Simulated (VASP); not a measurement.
# Ti2O (P-3m1) in VASP: a series of runs

Ti2O is run at these levels: PBEsol; tasks: single point, relaxation of cell and atoms.

Everything below comes from runs of VASP 6.6.1. Logs are shortened: lines on timing, memory, paths and dates and some standing lists are left out, and cuts for length are marked.

## 1. The cell of the first run

It takes space group P-3m1 (No. 164, trigonal). Conventional cell: a = 2.945 Å, b = 2.945 Å, c = 4.771 Å, α = 90.00°, β = 90.00°, γ = 120.00°. Within 3.1 Å of Ti (site symmetry 3m) lie 3 O at 2.12 Å and 12 Ti at 2.82 to 3.04 Å. Within 2.8 Å of O (site symmetry -3m) lie 6 Ti at 2.12 Å.

## 2. Single point, PBEsol (uniaxial strain along c: +1.0 %, then relaxed in part)

Contents of INCAR:

```
  ALGO = Normal
  EDIFF = 1E-7
  ENCUT = 520
  GGA = PS
  ISIF = 2
  ISMEAR = 0
  LASPH = T
  LCHARG = T
  LELF = T
  LREAL = F
  LVHAR = T
  LWAVE = F
  NBANDS = 22
  NELM = 100
  PREC = Accurate
  SIGMA = 0.1
```

Contents of KPOINTS:

```
k-points
0
Gamma
  24 24 12
```

Contents of POSCAR:

```
Ti2O
1.0
    2.9445469722      0.0000000000      0.0000000000
   -1.4722734861      2.5500524806      0.0000000000
    0.0000000000      0.0000000000      4.7709709965
Ti O
2 1
Direct
    0.6666666665      0.3333333335      0.2637730983
    0.3333333335      0.6666666665      0.7362269017
    0.0000000000      0.0000000000      0.0000000000
```

Potentials or basis: VASP PAW PBE potentials, release 64 (Ti_sv, O).

Launch:

```sh
$ cat potpaw_PBE.64/Ti_sv/POTCAR potpaw_PBE.64/O/POTCAR > POTCAR
$ mpirun -np 1 vasp_std > vasp.out
```

OUTCAR:

```text
EDIFF = 1E-7
   ENCUT = 520
   GGA = PS
   ISIF = 2
   ISMEAR = 0
   LASPH = T
   LREAL = F
   NELM = 100
   PREC = Accurate

 ion  position               nearest neighbor table
   1  0.667  0.333  0.264-   3 2.12   3 2.12   3 2.12   2 2.82   2 2.82   2 2.82
   2  0.333  0.667  0.736-   3 2.12   3 2.12   3 2.12   1 2.82   1 2.82   1 2.82
   3  0.000  0.000  0.000-   1 2.12   2 2.12   1 2.12   2 2.12   1 2.12   2 2.12

  LATTYP: Found a hexagonal cell.
 ALAT       =     2.9445469722
 C/A-ratio  =     1.6202733533

  Lattice vectors:

 A1 = (   2.9445469722,   0.0000000000,   0.0000000000)
 A2 = (  -1.4722734861,   2.5500524806,   0.0000000000)
 A3 = (   0.0000000000,   0.0000000000,   4.7709709965)

Analysis of symmetry for initial positions (statically):
=====================================================================
 Subroutine PRICEL returns:
 Original cell was already a primitive cell.

 Routine SETGRP: Setting up the symmetry group for a
 hexagonal supercell.

 Subroutine GETGRP returns: Found 12 space group operations
 (whereof 12 operations were pure point group operations)
 out of a pool of 24 trial point group operations.

The static configuration has the point symmetry D_3d.

Analysis of symmetry for dynamics (positions and initial velocities):
=====================================================================
 Subroutine PRICEL returns:
 Original cell was already a primitive cell.

 Routine SETGRP: Setting up the symmetry group for a
 hexagonal supercell.

 Subroutine GETGRP returns: Found 12 space group operations
 (whereof 12 operations were pure point group operations)
 out of a pool of 24 trial point group operations.

The dynamic configuration has the point symmetry D_3d.

 Subroutine INISYM returns: Found 12 space group operations
 (whereof 12 operations are pure point group operations),
 and found     1 'primitive' translations

----------------------------------------------------------------------------------------

                                     Primitive cell

  volume of cell :      35.8240

  direct lattice vectors                    reciprocal lattice vectors
     2.944546972  0.000000000  0.000000000     0.339610816  0.196074396  0.000000000
    -1.472273486  2.550052481  0.000000000     0.000000000  0.392148792  0.000000000
     0.000000000  0.000000000  4.770970997     0.000000000  0.000000000  0.209600939

  length of vectors
     2.944546972  2.944546972  4.770970997     0.392148792  0.392148792  0.209600939

  position of ions in fractional coordinates (direct lattice)
     0.666666666  0.333333334  0.263773098
     0.333333334  0.666666666  0.736226902
     0.000000000  0.000000000  0.000000000

  ion indices of the primitive-cell ions
   primitive index   ion index
                 1           1
                 2           2
                 3           3

----------------------------------------------------------------------------------------

 KPOINTS: k-points

Automatic generation of k-mesh.
 Grid dimensions read from file:
 generate k-points for:   24   24   12

 Generating k-lattice:

  Cartesian coordinates                     Fractional coordinates (reciprocal lattice)
     0.014150451  0.008169767  0.000000000     0.041666667  0.000000000  0.000000000
     0.000000000  0.016339533  0.000000000     0.000000000  0.041666667  0.000000000
     0.000000000  0.000000000  0.017466745     0.000000000  0.000000000  0.083333333

  Length of vectors
     0.016339533  0.016339533  0.017466745

  Shift w.r.t. Gamma in fractional coordinates (k-lattice)
     0.000000000  0.000000000  0.000000000

 Subroutine IBZKPT returns following result:
 ===========================================

 Found    667 irreducible k-points:

 Following reciprocal coordinates:
            Coordinates               Weight
  0.000000  0.000000  0.000000      1.000000
  0.041667  0.000000  0.000000      6.000000
  0.083333  0.000000  0.000000      6.000000
  0.125000  0.000000  0.000000      6.000000
  0.166667  0.000000  0.000000      6.000000
  0.208333  0.000000  0.000000      6.000000
[... 16 lines left out ...]
  0.416667  0.041667  0.000000     12.000000
  0.458333  0.041667  0.000000     12.000000
 [... further k-points ...]
   k-points           NKPTS =    667   k-points in BZ     NKDIM =    667   number of bands    NBANDS=     22
   number of dos      NEDOS =    301   number of ions     NIONS =      3
   total plane-waves  NPLWV =  20736
   dimension x,y,z NGX =    24 NGY =   24 NGZ =   36
   dimension x,y,z NGXF=    48 NGYF=   48 NGZF=   72
   ions per type =               2   1
   NGX,Y,Z   is equivalent  to a cutoff of  13.55, 13.55, 12.54 a.u.
   NGXF,Y,Z  is equivalent  to a cutoff of  27.10, 27.10, 25.09 a.u.
 SYSTEM =  unknown system
   PREC   = accura    normal or accurate (medium, high low for compatibility)
   ISTART =      0    job   : 0-new  1-cont  2-samecut
   ICHARG =      2    charge: 1-file 2-atom 10-const
[... 37 lines left out ...]
 non-spin polarized calculation
 Gauss-broadening in eV      SIGMA  =   0.10
  energy-cutoff  :      520.00
  volume of cell :       35.82
 maximum number of plane-waves:      1002
 NGX is ok and might be reduce to    24

 number of electron      29.9999991 magnetization

 Free energy of the ion-electron system (eV)
  ---------------------------------------------------
  ext. energy  EPLUGINS =         0.00000000
  ---------------------------------------------------
  free energy    TOTEN  =       -27.61097737 eV

  energy without entropy =      -27.60562512  energy(sigma->0) =      -27.60830125

 E-fermi :   9.9568     XC(G=0): -12.5573

 val. band max:        9.9564219720   @ k =   0.0000   0.1250   0.2500
 cond. band min:       9.9574154625   @ k =  -0.1250  -0.4583   0.4167
 fundamental gap:      0.0009934904
 Fermi energy:         9.9568364320

 k-point     1 :       0.0000    0.0000    0.0000
  band No.  band energies     occupation
      1     -47.0011      2.00000
      2     -46.8701      2.00000
      3     -23.7804      2.00000
      4     -23.0883      2.00000
      5     -23.0883      2.00000
      6     -23.0043      2.00000
[... 14 lines left out ...]
     21      11.1339      0.00000
     22      13.9906      0.00000

 k-point     2 :       0.0417    0.0000    0.0000
  band No.  band energies     occupation
      1     -46.9993      2.00000
      2     -46.8693      2.00000
      3     -23.7754      2.00000
      4     -23.0985      2.00000
      5     -23.0915      2.00000
      6     -23.0142      2.00000
[... 14 lines left out ...]
     21      11.2928      0.00000
     22      13.8518      0.00000

 k-point     3 :       0.0833    0.0000    0.0000
  band No.  band energies     occupation
      1     -46.9939      2.00000
      2     -46.8670      2.00000
      3     -23.7605      2.00000
      4     -23.1275      2.00000
      5     -23.1006      2.00000
      6     -23.0429      2.00000
[... 14 lines left out ...]
     21      11.5100      0.00000
     22      13.5883      0.00000

 k-point     4 :       0.1250    0.0000    0.0000
  band No.  band energies     occupation
      1     -46.9854      2.00000
      2     -46.8633      2.00000
      3     -23.7363      2.00000
      4     -23.1728      2.00000
      5     -23.1146      2.00000
      6     -23.0873      2.00000
[... 14 lines left out ...]
     21      11.7413      0.00000
     22      13.3296      0.00000

 k-point     5 :       0.1667    0.0000    0.0000
  band No.  band energies     occupation
      1     -46.9741      2.00000
      2     -46.8587      2.00000
      3     -23.7040      2.00000
      4     -23.2317      2.00000
      5     -23.1427      2.00000
      6     -23.1323      2.00000
[... 417 lines left out ...]
 k-point    22 :       0.3750    0.0417    0.0000
  band No.  band energies     occupation
      1     -46.8947      2.00000
      2     -46.8375      2.00000
      3     -23.6163      2.00000
      4     -23.4692      2.00000
      5     -23.4191      2.00000
      6     -23.2375      2.00000
[... 14 lines left out ...]
     21      12.8754      0.00000
     22      13.3223      0.00000

 k-point    23 :       0.4167    0.0417    0.0000
  band No.  band energies     occupation
      1     -46.8849      2.00000
      2     -46.8373      2.00000
      3     -23.6523      2.00000
      4     -23.4864      2.00000
      5     -23.3926      2.00000
      6     -23.2482      2.00000
[... 14 lines left out ...]
     21      12.9556      0.00000
     22      13.2186      0.00000

 k-point    24 :       0.4583    0.0417    0.0000
  band No.  band energies     occupation
      1     -46.8794      2.00000
      2     -46.8375      2.00000
      3     -23.6712      2.00000
      4     -23.4989      2.00000
      5     -23.3713      2.00000
      6     -23.2539      2.00000
[... 14 lines left out ...]
     21      13.0379      0.00000
     22      13.1267      0.00000

 [... further k-points ...]

------------------------ aborting loop because EDIFF is reached ----------------------------------------

  FORCE on cell =-STRESS in cart. coord.  units (eV):
  Direction    XX          YY          ZZ          XY          YZ          ZX
  --------------------------------------------------------------------------------------
  -------------------------------------------------------------------------------------
  Total        0.0735627      0.0735627     -0.5702619      0.0000000      0.0000000      0.0000000
  in kB        3.2899826      3.2899826    -25.5041337      0.0000000      0.0000000      0.0000000
  external PRESSURE =      -6.3080562 kB  Pullay stress =       0.0000000 kB

 VOLUME and BASIS-vectors are now :
 -----------------------------------------------------------------------------
  energy-cutoff  :      520.00
  volume of cell :       35.82
      direct lattice vectors                 reciprocal lattice vectors
     2.944546972  0.000000000  0.000000000     0.339610816  0.196074396  0.000000000
    -1.472273486  2.550052481  0.000000000     0.000000000  0.392148792  0.000000000
     0.000000000  0.000000000  4.770970997     0.000000000  0.000000000  0.209600939

 POSITION                                       TOTAL-FORCE (eV/Angst)
 -----------------------------------------------------------------------------------
      1.47227      0.85002      1.25845         0.000000      0.000000      0.046325
      0.00000      1.70003      3.51252        -0.000000      0.000000     -0.046325
      0.00000      0.00000      0.00000         0.000000      0.000000      0.000000
 -----------------------------------------------------------------------------------
    total drift:                                0.000000      0.000000      0.000000

  FREE ENERGIE OF THE ION-ELECTRON SYSTEM (eV)
  ---------------------------------------------------
  free  energy   TOTEN  =       -27.6109773669 eV

  energy  without entropy=      -27.6056251245  energy(sigma->0) =      -27.60830125
```

Wall time 4.7 min (1 thread of AMD EPYC 9R45 (Zen 5), shared host); peak memory 0.5 GiB.

What came out:

```yaml
Free_energy: -27.6110 eV
Pressure: -0.6 GPa
Largest_force: 0.046 eV/Å
Band_gap_on_the_k_mesh: zero (bands 15 and 16 overlap by 0.82 eV)
```

Forces in eV/Å, atoms in the order of the input:
```
Ti   0.000  0.000  0.046
Ti   0.000  0.000 -0.046
O    0.000  0.000  0.000
```

Caveat: the cell differs from its parent crystal (uniaxial strain along c: +1.0 %, then relaxed in part); the PAW data sets were made with another functional, which shifts forces and pressure a little.

## 3. Single point, PBEsol (uniaxial strain along c: +1.0 %)

Contents of INCAR:

```
PREC = Accurate
ENCUT = 520
EDIFF = 1E-7
ISMEAR = 0
SIGMA = 0.1
LREAL = F
LASPH = T
NELM = 60
ALGO = Normal
ISIF = 2
LWAVE = F
LCHARG = F
GGA = PS
NBANDS = 22
```

Contents of KPOINTS:

```
Automatic mesh
0
Gamma
  24 24 12
```

Contents of POSCAR:

```
Ti2O
1.0
    2.9455695981      0.0000000000      0.0000000000
   -1.4727847991      2.5509381006      0.0000000000
    0.0000000000      0.0000000000      4.7709709965
Ti O
2 1
Direct
    0.6666666667      0.3333333333      0.2626749712
    0.3333333333      0.6666666667      0.7373250288
    0.0000000000      0.0000000000      0.0000000000
```

Potentials or basis: VASP PAW PBE potentials, release 64 (Ti_sv, O).

Launch:

```sh
$ cat potpaw_PBE.64/Ti_sv/POTCAR potpaw_PBE.64/O/POTCAR > POTCAR
$ mpirun -np 1 vasp_std > vasp.out
```

Wall time 4.6 min (1 thread of AMD EPYC 9R45 (Zen 5), shared host); peak memory 0.5 GiB.

The run converged. Its results:

- Free energy: -27.6102 eV
- Pressure: -0.6 GPa
- Largest force: 0.120 eV/Å
- Band gap on the k mesh: zero (bands 15 and 16 overlap by 0.79 eV)

Forces on the atoms (eV/Å):
```
Ti   0.000  0.000  0.120
Ti   0.000  0.000 -0.120
O    0.000  0.000  0.000
```

Stress tensor (GPa, compression positive):
```
 0.45  0.00  0.00
 0.00  0.45  0.00
 0.00  0.00 -2.78
```

Levels at points of the mesh, in eV from the Fermi level:
```tsv
k point	band 12	band 13	band 14	band 15	band 16	band 17	band 18	band 19
(0.00, 0.00, 0.00)	-6.27	-3.67	-0.03	0.13	0.58	0.58	1.08	1.08
(0.50, 0.00, 0.00)	-6.69	-2.66	-1.26	-0.48	1.21	1.83	2.86	2.89
(0.00, 0.00, 0.50)	-6.34	-1.82	-1.61	0.12	0.12	1.23	1.98	1.98
(0.50, 0.00, 0.50)	-6.62	-1.70	-1.21	-0.59	-0.19	1.12	2.71	2.91
```

Caveat: the cell differs from its parent crystal (uniaxial strain along c: +1.0 %); the PAW data sets were made with another functional, which shifts forces and pressure a little.

## 4. Relaxation of cell and atoms, PBEsol, target pressure 3 GPa, at which the enthalpy is minimised

This run uses another cell than the first one, of 11.56 Å³/atom.

Contents of INCAR:

```
ALGO = Normal
EDIFF = 1E-6
EDIFFG = -0.008
ENCUT = 600
GGA = PS
IBRION = 2
ISIF = 3
ISMEAR = 0
LASPH = True
LCHARG = False
LREAL = False
LWAVE = False
NELM = 100
NSW = 70
PREC = Accurate
PSTRESS = 30.0
SIGMA = 0.1
```

Contents of KPOINTS:

```
k-points
0
Gamma
  18 18 10
```

Contents of POSCAR:

```
Ti2O
1.0
    2.9250471061      0.0000000000      0.0000000000
   -1.4625235530      2.5331651012      0.0000000000
    0.0000000000      0.0000000000      4.6794190604
Ti O
2 1
Direct
    0.6666666667      0.3333333333      0.2627063609
    0.3333333333      0.6666666667      0.7372936391
    0.0000000000      0.0000000000      0.0000000000
```

Launch:

```sh
$ cat potpaw_PBE.64/Ti_sv/POTCAR potpaw_PBE.64/O/POTCAR > POTCAR
$ mpirun -np 1 vasp_std > vasp.out
```

Run time: 9.2 min. Hardware: 1 thread of AMD EPYC 9R45 (Zen 5), shared host; peak memory 0.33 GiB.

It converged, with:

| Quantity | Value |
| --- | --- |
| Free energy | -27.6090 eV |
| Relaxed volume | 11.73 Å³/atom |
| Relaxed cell | a = 2.937 Å, b = 2.937 Å, c = 4.710 Å, α = 90.00°, β = 90.00°, γ = 120.00° |
| Space group after relaxing (to 0.1 Å) | P-3m1 (No. 164) |
| Energy change on relaxing (the run minimises the enthalpy) | -5.2 meV/atom |
| Ionic steps | 7 |
| Pressure after relaxing | 3.0 GPa |
| Band gap on the k mesh | zero (bands 15 and 16 overlap by 0.79 eV) |

Step by step:
| step | energy change (eV) | largest force (eV/Å) | pressure (GPa) | volume (Å³) |
| --- | --- | --- | --- | --- |
| 1 | 0.0000 | 0.1366 | 6.41 | 34.67 |
| 2 | -0.0194 | 0.0768 | -1.26 | 35.92 |
| 3 | -0.0160 | 0.0379 | 2.92 | 35.21 |
| 4 | -0.0158 | 0.0397 | 2.93 | 35.20 |
| 5 | -0.0157 | 0.0177 | 2.99 | 35.18 |
| 6 | -0.0154 | 0.0053 | 3.04 | 35.17 |
| 7 | -0.0157 | 0.0002 | 2.98 | 35.18 |

Final structure:
```
CELL_PARAMETERS angstrom
2.93696 0.00000 0.00000
-1.46848 2.54348 0.00000
0.00000 0.00000 4.70972
ATOMIC_POSITIONS crystal
Ti 0.66667 0.33333 0.26407
Ti 0.33333 0.66667 0.73593
O 0.00000 0.00000 0.00000
```

Levels at points of the mesh, in eV from the Fermi level:
```
           k point  band 13  band 14  band 15  band 16  band 17  band 18
(0.00, 0.00, 0.00)    -3.64    -0.03     0.19     0.57     0.57     1.08
(0.50, 0.00, 0.00)    -2.74    -1.30    -0.48     1.32     1.82     2.96
(0.00, 0.00, 0.50)    -1.73    -1.63     0.09     0.09     1.32     2.06
(0.50, 0.00, 0.50)    -1.70    -1.24    -0.58    -0.20     1.09     2.75
```

Caveat: the cell is relaxed towards a set pressure, so the run minimises the enthalpy, not the energy; the PAW data sets were made with another functional, which shifts forces and pressure a little.

## 5. Relaxation of cell and atoms, PBEsol

This run uses another cell than the first one, of 11.89 Å³/atom.

Contents of INCAR:

```
PREC = Accurate ; ENCUT = 600
EDIFF = 1E-6 ; ISMEAR = 0
SIGMA = 0.1 ; LREAL = F
LASPH = T ; NELM = 80
ALGO = Normal ; ISIF = 3
LWAVE = F ; LCHARG = F
GGA = PS ; IBRION = 2
NSW = 100 ; EDIFFG = -0.005
```

Contents of KPOINTS:

```
Automatic mesh
0
Gamma
  18 18 10
```

Contents of POSCAR:

```
Ti2O
1.0
    2.9542491419      0.0000000000      0.0000000000
   -1.4771245709      2.5584548060      0.0000000000
    0.0000000000      0.0000000000      4.7177196810
Ti O
2 1
Direct
    0.6666666667      0.3333333333      0.2629811557
    0.3333333333      0.6666666667      0.7370188443
    0.0000000000      0.0000000000      0.0000000000
```

Launch:

```sh
$ cat potpaw_PBE.64/Ti_sv/POTCAR potpaw_PBE.64/O/POTCAR > POTCAR
$ mpirun -np 1 vasp_std > vasp.out
```

Wall time 7.5 min (1 thread of AMD EPYC 9R45 (Zen 5), shared host); peak memory 0.34 GiB.

It converged, with:

- Free energy: -27.6154 eV
- Relaxed volume: 11.90 Å³/atom
- Relaxed cell: a = 2.952 Å, b = 2.952 Å, c = 4.729 Å, α = 90.00°, β = 90.00°, γ = 120.00°
- Space group after relaxing (to 0.1 Å): P-3m1 (No. 164)
- Energy gained by relaxing: 0.1 meV/atom
- Ionic steps: 8
- Pressure after relaxing: 0.0 GPa
- Band gap on the k mesh: zero (bands 15 and 16 overlap by 0.79 eV)

Step by step:
| step | energy change (eV) | largest force (eV/Å) | pressure (GPa) | volume (Å³) |
| --- | --- | --- | --- | --- |
| 1 | 0.0000 | 0.0162 | 0.34 | 35.66 |
| 2 | -0.0001 | 0.0062 | -0.43 | 35.79 |
| 3 | -0.0001 | 0.0103 | -0.12 | 35.73 |
| 4 | -0.0002 | 0.0121 | -0.05 | 35.71 |
| 5 | -0.0002 | 0.0121 | -0.01 | 35.71 |
| 6 | -0.0002 | 0.0120 | 0.01 | 35.70 |
| 7 | -0.0002 | 0.0113 | 0.01 | 35.70 |
| 8 | -0.0002 | 0.0014 | 0.01 | 35.70 |

Final structure:
```yaml
crystal:
  lattice:
    - [2.95242, 0.00000, 0.00000]
    - [-1.47621, 2.55687, 0.00000]
    - [0.00000, 0.00000, 4.72915]
  atoms:
    - { symbol: Ti, position: [0.66667, 0.33333, 0.26340] }
    - { symbol: Ti, position: [0.33333, 0.66667, 0.73660] }
    - { symbol: O, position: [0.00000, 0.00000, 0.00000] }
```

Levels at points of the mesh, in eV from the Fermi level:
```csv
k point,band 13,band 14,band 15,band 16,band 17,band 18
"(0.00, 0.00, 0.00)",-3.65,-0.02,0.19,0.57,0.57,1.05
"(0.50, 0.00, 0.00)",-2.68,-1.29,-0.49,1.30,1.78,2.90
"(0.00, 0.00, 0.50)",-1.75,-1.59,0.09,0.09,1.29,2.02
"(0.50, 0.00, 0.50)",-1.68,-1.23,-0.59,-0.18,1.08,2.69
```

Caveat: the PAW data sets were made with another functional, which shifts forces and pressure a little.

## 6. Summary

```tsv
task	cell	k mesh	cutoff (eV)	gap on the mesh (eV)	pressure (GPa)	largest force (eV/Å)
single point	a = 2.945, b = 2.945, c = 4.771 Å, angles 90.0, 90.0, 120.0°, 3 atoms	24 × 24 × 12	520	none	-0.6	0.05
single point	a = 2.946, b = 2.946, c = 4.771 Å, angles 90.0, 90.0, 120.0°, 3 atoms	24 × 24 × 12	520	none	-0.6	0.12
relaxation of cell and atoms	relaxed to 3 GPa from a = 2.925, b = 2.925, c = 4.679 Å, angles 90.0, 90.0, 120.0°, 3 atoms	18 × 18 × 10	600	none	3.0	-
relaxation of cell and atoms	relaxed from a = 2.954, b = 2.954, c = 4.718 Å, angles 90.0, 90.0, 120.0°, 3 atoms	18 × 18 × 10	600	none	0.0	-
```

Some of these runs hold the atoms at other places in the same cell, which the table doesn't show; runs alike in all that it shows share one row.

Alike in all rows: level PBEsol; potentials or basis VASP PAW PBE potentials, release 64 (Ti_sv, O); no spin polarisation; smearing gaussian 0.1 eV.

Caveats: the PAW data sets were made with another functional, which shifts forces and pressure a little; the cell is relaxed towards a set pressure, so the run minimises the enthalpy, not the energy (at least some runs).

Total energies depend on the potentials used, so only differences within one code and one set of settings carry meaning.
